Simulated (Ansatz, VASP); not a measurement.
Re in VASP and in Ansatz

Contents of INCAR:

```
SYSTEM = Re
  ALGO = Normal
  EDIFF = 1E-6
  ENCUT = 500
  GGA = RE
  GGA_COMPAT = .False.
  ISIF = 2
  ISMEAR = -1
  LASPH = .True.
  LCHARG = .False.
  LREAL = .False.
  LWAVE = .False.
  NBANDS = 14
  NELM = 120
  PREC = Accurate
  SIGMA = 0.1
```

File KPOINTS:

```
k-points
0
Gamma
  14 14 14
  0 0 0
```

Contents of POSCAR:

```
Re
1.0
    2.5881583674      0.0000000000      0.0000000000
    0.0000000000      2.5881583674      0.0000000000
    0.0000000000      0.0000000000      2.5881583674
Re
1
Direct
    0.0000000000      0.0000000000      0.0000000000
```

Input for Ansatz:

```yaml
crystal:
  lattice:
    - [2.5881583674, 0.0, 0.0]
    - [0.0, 2.5881583674, 0.0]
    - [0.0, 0.0, 2.5881583674]
  atoms:
    - { symbol: Re, position: [0.0, 0.0, 0.0] }
hamiltonian:
  xc: revpbe
  pseudopotentials:
    kind: paw
    azcp:
      Re: "pseudopotentials/Re.paw.azcp"
basis:
  ecutwfc: 420
  fft_grid_basis: typed
kpoints:
  mp_grid: { grid: [14, 14, 14], shift: [0, 0, 0] }
magnetization:
  spin_polarized: false
scf:
  occupations: { method: fermi_dirac, width: 0.1 }
  lower_state_search: "off"
output:
  stress: true
```

Alike in both runs: task single point; functional revPBE; k mesh 14 × 14 × 14; occupations fermi-dirac, width 0.1 eV; no spin polarisation.

|  | VASP | Ansatz |
| --- | --- | --- |
| version | VASP 6.6.1 | Ansatz 0.2.0 |
| potentials or method | VASP PAW PBE potentials, release 64 (Re_sv_GW), cutoff 500 eV | plane waves (420 eV) with PAW, scalar-relativistic |
| valence electrons in the cell | 15 | 15 |

```tsv
	VASP	Ansatz	Ansatz less VASP
pressure (GPa)	-2.8	-0.6	+2.27
```

VASP's potentials were made for PBE, not for revPBE.

Spin-orbit coupling is off throughout.
